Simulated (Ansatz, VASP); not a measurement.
Two plane-wave programs on Ta4C3

```
CELL_PARAMETERS angstrom
4.40447 0.00000 0.00000
0.00000 4.40447 0.00000
0.00000 0.00000 4.40447
ATOMIC_POSITIONS crystal
Ta 0.00000 0.50000 0.50000
Ta 0.50000 0.00000 0.50000
Ta 0.50000 0.50000 0.00000
Ta 0.00000 0.00000 0.00000
C 0.50000 0.00000 0.00000
C 0.00000 0.50000 0.00000
C 0.00000 0.00000 0.50000
```

Alike in both runs: functional PBEsol; k mesh 4 × 4 × 4; occupations gaussian, width 0.1 eV; no spin polarisation.

Ansatz relaxed the structure, and its values are those at the end. VASP's run is a single point on that final structure, the one shown.

```csv
,VASP,Ansatz
version,VASP 6.6.1,Ansatz 0.2.0
potentials or method,"VASP PAW PBE potentials, release 64 (Ta_pv, C), cutoff 520 eV","scalar-relativistic, plane waves, PAW"
valence electrons in the cell,56,64
```

Ansatz gave:

| Item | Value |
| --- | --- |
| gap on the k mesh at the Fermi level (eV) | none |
| pressure (GPa) | -0.4 |

**Question.** What did VASP give for the same quantities?

**Answer.** gap on the k mesh at the Fermi level (eV): none; pressure (GPa): 0.3.

VASP's potentials were made for PBE, not for PBEsol. A gap of «none» marks a metal or a gap that the smearing closes. VASP's potentials hold 56 valence electrons a cell and Ansatz's 64, so a difference there can come from the potentials and not from the codes.

Spin-orbit coupling is off throughout.
